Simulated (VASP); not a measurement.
CdS: single point with PBE

Crystal: CdS.

```
Cd S
1.0
     0.00000    2.93921    2.93921
     2.98330    0.00000    2.93921
     2.98330    2.93921    0.00000
Cd S
1 1
Direct
  0.00000 0.00000 0.00000
  0.25000 0.25000 0.25000
```

This cell differs from its parent crystal: uniaxial x strain +1.5%.

- Program: VASP 6.6.1
- Task: single point
- Functional: PBE
- Potentials or basis: VASP PAW PBE potentials, release 64 (Cd, S)
- Cutoff: 520 eV
- k mesh: 8 × 8 × 8
- Occupations: fermi-dirac, width 0.02 eV
- Spin: no spin polarisation

* Pressure: 0.8 GPa
* Band gap on the k mesh: 1.05 eV, direct

Stress tensor (GPa, compression positive):
```
0.63 0.00 0.00
0.00 0.92 0.00
0.00 0.00 0.92
```

Levels at points of the mesh, in eV from the valence-band top:
```tsv
k point	band 5	band 6	band 7	band 8	band 9	band 10	band 11	band 12	band 13	band 14
(0.00, 0.00, 0.00)	-7.19	-7.18	-0.04	0.00	0.00	1.05	6.54	6.54	6.54	11.19
(0.50, 0.00, 0.00)	-7.15	-6.84	-4.19	-0.74	-0.68	2.94	6.94	7.05	7.35	10.95
(0.50, 0.50, 0.00)	-7.10	-6.76	-3.77	-1.79	-1.77	3.58	4.24	9.11	10.44	10.60
(0.00, 0.50, 0.50)	-7.11	-6.79	-3.86	-1.73	-1.73	3.64	4.36	8.97	10.56	10.56
```

Run time: 55 s on 1 thread of Intel Xeon 6975P-C, with other jobs on the host, peak memory 0.2 GiB.

Caveat: the cell differs from its parent crystal (uniaxial x strain +1.5%).
